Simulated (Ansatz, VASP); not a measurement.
Mo in VASP and in Ansatz

```
Mo
1.0
     2.77395    0.00000    0.00000
    -1.38698    2.40231    0.00000
     0.00000    0.00000    9.65160
Mo
4
Cartesian
  -1.3870 2.4023 0.0000
  0.0000 0.0000 4.8258
  0.0000 1.6015 2.4129
  1.3870 0.8008 7.2387
```

Alike in both runs: task single point; functional PBE; k mesh 15 × 15 × 4; occupations fermi-dirac, width 0.1 eV; no spin polarisation.

```csv
,VASP,Ansatz
version,VASP 6.6.1,Ansatz 0.2.0
potentials or method,"VASP PAW PBE potentials, release 64 (Mo_sv), cutoff 520 eV","plane waves (420 eV) with PAW, scalar-relativistic"
valence electrons in the cell,56,56
```

```csv
,VASP,Ansatz,Ansatz less VASP
pressure (GPa),0.4,0.0,-0.45
"traceless stress, the component that is largest in VASP (GPa)",-0.20,-0.13,+0.069
```
